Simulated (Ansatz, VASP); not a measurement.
# One calculation of CdTe, two programs

```
Cd Te
1.0
     3.34105    3.34105    0.00000
    -3.34105    3.34105    0.00000
     0.00000    3.34105    3.34105
Cd Te
1 1
Cartesian
  0.0000 0.0000 0.0000
  1.6705 5.0116 1.6705
```

Alike in both runs: task single point; functional r2SCAN; k mesh 6 × 6 × 6; no spin polarisation.

|  | VASP | Ansatz |
| --- | --- | --- |
| version | VASP 6.6.1 | Ansatz 0.2.0 |
| potentials or method | VASP PAW PBE potentials, release 64 (Cd, Te) | PAW with Ansatz's default frozen-core files, scalar-relativistic |
| plane-wave cutoff (eV) | 520 | 500 |
| occupations | gaussian, width 0.01 eV | fixed |
| valence electrons in the cell | 18 | 36 |

Ansatz gave:

```
gap on the k mesh at the Fermi level (eV) : 0.99
pressure (GPa)                            : -2.0
```

Task: Estimate VASP's values.

Result: gap on the k mesh at the Fermi level (eV): 0.98; pressure (GPa): -1.9.

VASP's potentials were made for PBE, not for r2SCAN. VASP's potentials hold 18 valence electrons a cell and Ansatz's 36, so a difference there can come from the potentials and not from the codes.

Neither program's run includes spin-orbit coupling.
